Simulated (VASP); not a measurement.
Al27As27H (a cell with a defect): relaxation of the atoms with PBE

Al27As27H (a cell with a defect):

```
CELL_PARAMETERS angstrom
0.00000 8.59187 -8.59187
8.59187 8.59187 0.00000
8.59187 0.00000 -8.59187
ATOMIC_POSITIONS crystal
Al 0.33333 0.66666 0.66668
Al 0.33497 0.99886 0.66552
Al 0.33497 0.33398 0.66552
Al 0.00065 0.66830 0.66552
Al 0.00065 0.99886 0.66552
Al 0.99229 0.32563 0.68979
Al 0.66552 0.66830 0.66552
Al 0.66667 0.00000 0.66667
Al 0.66552 0.33398 0.66552
Al 0.33333 0.66666 0.33333
Al 0.33333 0.00001 0.33333
Al 0.33085 0.33581 0.33085
Al 0.00248 0.66419 0.33085
Al 0.00065 0.99886 0.33497
Al 0.00248 0.33581 0.33085
Al 0.66668 0.66666 0.33333
Al 0.66552 0.99886 0.33497
Al 0.66552 0.33398 0.33497
Al 0.33085 0.66419 0.00248
Al 0.33497 0.99886 0.00065
Al 0.33085 0.33581 0.00248
Al 0.00248 0.66419 0.00248
Al 0.99229 0.02312 0.99229
Al 0.99229 0.32563 0.99229
Al 0.66552 0.66830 0.00065
Al 0.66552 0.99886 0.00065
Al 0.68979 0.32563 0.99229
As 0.41667 0.75000 0.41667
As 0.41620 0.08420 0.41620
As 0.41620 0.41674 0.41620
As 0.08340 0.74953 0.41620
As 0.08340 0.08420 0.41620
As 0.08051 0.41385 0.42513
As 0.75087 0.74953 0.41620
As 0.75005 0.08338 0.41652
As 0.75087 0.41674 0.41620
As 0.41620 0.74953 0.08340
As 0.41620 0.08420 0.08340
As 0.42513 0.41385 0.08051
As 0.08051 0.75846 0.08051
As 0.08698 0.07969 0.08698
As 0.08051 0.41385 0.08051
As 0.75087 0.74953 0.08340
As 0.74636 0.07969 0.08698
As 0.74636 0.42031 0.08698
As 0.41620 0.74953 0.75087
As 0.41652 0.08338 0.75005
As 0.41620 0.41674 0.75087
As 0.08340 0.74953 0.75087
As 0.08698 0.07969 0.74636
As 0.08698 0.42031 0.74636
As 0.75005 0.74985 0.75005
As 0.75005 0.08338 0.75005
As 0.74636 0.42031 0.74636
H 0.91667 0.25000 0.91667
```

This cell differs from its parent crystal: with an interstitial atom.

```json
{"Program": "VASP 6.6.1", "Task": "relaxation of the atoms", "Functional": "PBE", "Potentials or basis": "VASP PAW PBE potentials, release 64 (Al, As, H)", "Cutoff": "520 eV", "k mesh": "1 × 1 × 1", "Occupations": "gaussian, width 0.01 eV", "Spin": "no spin polarisation", "Dipole correction": "no", "Charge": "1", "Further INCAR settings": "LREAL = Auto; ALGO = Normal; EDIFF = 1e-07; IBRION = 2; EDIFFG = -0.025; NSW = 65; NELECT = 216.0"}
```

```json
{
  "Energy gained by relaxing": "0.1 meV/atom",
  "Ionic steps": "4",
  "Largest force after relaxing": "0.015 eV/Å"
}
```

Forces on the atoms (eV/Å):
```
Al  -0.001  0.001  0.001
Al  -0.004  0.000  0.000
Al   0.000  0.004  0.000
Al   0.000  0.004  0.000
Al  -0.004  0.000  0.000
Al   0.000  0.000  0.000
Al   0.000  0.000  0.004
Al   0.000  0.000  0.000
Al   0.000  0.000  0.004
Al   0.001  0.001 -0.001
Al  -0.001 -0.001 -0.001
Al   0.000  0.000  0.009
Al  -0.009  0.000  0.000
Al   0.000  0.000 -0.004
Al   0.000  0.009  0.000
Al   0.001 -0.001  0.001
Al   0.000 -0.004  0.000
Al   0.004  0.000  0.000
Al   0.000 -0.009  0.000
Al   0.000  0.000 -0.004
Al   0.009  0.000  0.000
Al   0.000  0.000 -0.009
Al   0.000  0.000  0.000
Al   0.000  0.000  0.000
Al   0.004  0.000  0.000
Al   0.000 -0.004  0.000
Al   0.000  0.000  0.000
As   0.000  0.000  0.000
As   0.000  0.000 -0.005
As   0.000  0.000 -0.005
As   0.005  0.000  0.000
As   0.000 -0.005  0.000
As   0.009 -0.009 -0.009
As   0.005  0.000  0.000
As   0.002 -0.002 -0.002
As   0.000 -0.005  0.000
As   0.000  0.005  0.000
As  -0.005  0.000  0.000
As  -0.009  0.009 -0.009
As   0.009  0.009  0.009
As   0.000  0.000 -0.004
As  -0.009 -0.009  0.009
As   0.000  0.000  0.005
As   0.000 -0.004  0.000
As   0.004  0.000  0.000
As   0.000  0.005  0.000
As  -0.002  0.002 -0.002
As  -0.005  0.000  0.000
As   0.000  0.000  0.005
As  -0.004  0.000  0.000
As   0.000  0.004  0.000
As   0.002  0.002  0.002
As  -0.002 -0.002  0.002
As   0.000  0.000  0.004
H    0.000  0.000  0.000
```

Step by step:
| step | energy change (eV) | largest force (eV/Å) | pressure (GPa) |
| --- | --- | --- | --- |
| 1 | 0.0000 | 0.0590 | 0.10 |
| 2 | -0.0016 | 0.0462 | 0.11 |
| 3 | -0.0030 | 0.0258 | 0.11 |
| 4 | -0.0036 | 0.0152 | 0.11 |

Final structure:
```
Al As H
1.0
     0.00000    8.59187   -8.59187
     8.59187    8.59187    0.00000
     8.59187    0.00000   -8.59187
Al As H
27 27 1
Direct
  0.33336 0.66669 0.66660
  0.33525 0.99894 0.66561
  0.33525 0.33354 0.66561
  0.00020 0.66858 0.66561
  0.00020 0.99894 0.66561
  0.99190 0.32523 0.69097
  0.66561 0.66858 0.66561
  0.66667 0.00000 0.66667
  0.66561 0.33354 0.66561
  0.33336 0.66669 0.33336
  0.33336 0.99993 0.33336
  0.33133 0.33534 0.33133
  0.00201 0.66466 0.33133
  0.00020 0.99894 0.33525
  0.00201 0.33534 0.33133
  0.66660 0.66669 0.33336
  0.66561 0.99894 0.33525
  0.66561 0.33354 0.33525
  0.33133 0.66466 0.00201
  0.33525 0.99894 0.00020
  0.33133 0.33534 0.00201
  0.00201 0.66466 0.00201
  0.99190 0.02430 0.99190
  0.99190 0.32523 0.99190
  0.66561 0.66858 0.00020
  0.66561 0.99894 0.00020
  0.69097 0.32523 0.99190
  0.41667 0.75000 0.41667
  0.41633 0.08390 0.41633
  0.41633 0.41679 0.41633
  0.08345 0.74966 0.41633
  0.08345 0.08390 0.41633
  0.08058 0.41391 0.42494
  0.75056 0.74966 0.41633
  0.75001 0.08334 0.41664
  0.75056 0.41679 0.41633
  0.41633 0.74966 0.08345
  0.41633 0.08390 0.08345
  0.42494 0.41391 0.08058
  0.08058 0.75827 0.08058
  0.08716 0.07951 0.08716
  0.08058 0.41391 0.08058
  0.75056 0.74966 0.08345
  0.74617 0.07951 0.08716
  0.74617 0.42049 0.08716
  0.41633 0.74966 0.75056
  0.41664 0.08334 0.75001
  0.41633 0.41679 0.75056
  0.08345 0.74966 0.75056
  0.08716 0.07951 0.74617
  0.08716 0.42049 0.74617
  0.75001 0.74998 0.75001
  0.75001 0.08334 0.75001
  0.74617 0.42049 0.74617
  0.91667 0.25000 0.91667
```

Levels at points of the mesh, in eV from the Fermi level:
```
           k point  band 107  band 108  band 109  band 110  band 111  band 112
(0.00, 0.00, 0.00)      0.00      0.00      0.00      1.76      1.95      1.95
```

Wall time 16 min on 1 thread of Intel(R) Xeon(R) Platinum 8259CL CPU @ 2.50GHz (Skylake/Cascade Lake), on a shared host, peak memory 1.5 GiB.

Caveat: the k points lie up to 0.63 Å⁻¹ apart; the cell carries a net charge on a neutralising background, which shifts energy and pressure; the cell differs from its parent crystal (with an interstitial atom); the cell is charged against a uniform background, so pressure and absolute levels hang on convention.
